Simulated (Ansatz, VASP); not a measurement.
**SnO: VASP beside Ansatz**

File INCAR:

```
SYSTEM = SnO
  PREC = Accurate
  ENCUT = 520
  EDIFF = 1E-6
  ISMEAR = 0
  SIGMA = 0.05
  LREAL = .FALSE.
  LASPH = .TRUE.
  NELM = 100
  ALGO = Normal
  ISIF = 2
  LWAVE = .FALSE.
  LCHARG = .TRUE.
  GGA = PS
  LELF = .TRUE.
  LVHAR = .TRUE.
  NBANDS = 28
```

File KPOINTS:

```
regular mesh
0
G
  8 6 6
  0 0 0
```

File POSCAR:

```
SnO
1.0
    3.3550050000      0.0000000000      0.0000000000
    0.0000000000      5.6741040000      0.0000000000
    0.0000000000      0.0000000000      4.2219700000
Sn O
2 2
Direct
   -0.0645323482      0.1937520767      0.4618631167
    0.4354676518      0.7299340767     -0.0381368833
    0.0000000000      0.8912500000      0.7368570000
    0.5000000000      0.1087500000      0.2368570000
```

Input for Ansatz:

```yaml
crystal:
  lattice:
    - [3.355005, 0.0, 0.0]
    - [0.0, 5.674104, 0.0]
    - [0.0, 0.0, 4.22197]
  atoms:
    - { symbol: Sn, position: [-0.0645323482, 0.1937520767, 0.4618631167] }
    - { symbol: Sn, position: [0.4354676518, 0.7299340767, -0.0381368833] }
    - { symbol: O, position: [0.0, 0.89125, 0.736857] }
    - { symbol: O, position: [0.5, 0.10875, 0.236857] }
basis:
  ecutwfc: 420
kpoints:
  mp_grid: { grid: [8, 6, 6] }
hamiltonian:
  xc: pbesol
scf:
  occupations: { method: gaussian, width: 0.05 }
output:
  forces: true
  stress: true
  eigenvalues: true
```

Change from the starting cell: all Sn atoms moved -0.375 Å, as atom 1 along Cartesian [1 1 1].

Alike in both runs: task single point; functional PBEsol; k mesh 8 × 6 × 6; occupations gaussian, width 0.05 eV; no spin polarisation.

|  | VASP | Ansatz |
| --- | --- | --- |
| version | VASP 6.6.1 | Ansatz 0.2.0 |
| potentials or method | VASP PAW PBE potentials, release 64 (Sn_d, O), cutoff 520 eV | scalar-relativistic, plane waves, PAW |
| valence electrons in the cell | 40 | 40 |

Ansatz gave:

| Item | Value |
| --- | --- |
| gap on the k mesh at the Fermi level (eV) | 1.13 |
| least direct gap on the mesh (eV) | 1.41 |
| pressure (GPa) | 6.9 |
| traceless stress, the component that is largest in VASP (GPa) | 10.18 |
| rms of the force components (eV/Å) | 2.678 |

Which values does VASP return?

gap on the k mesh at the Fermi level (eV): 1.12; least direct gap on the mesh (eV): 1.39; pressure (GPa): 6.9; traceless stress, the component that is largest in VASP (GPa): 10.15; rms of the force components (eV/Å): 2.672.

VASP's potentials were made for PBE, not for PBEsol. Atom by atom the forces differ by 0.036 eV/Å (rms over components). The functional is the same, so the differences come from potentials, cutoffs and numerics.
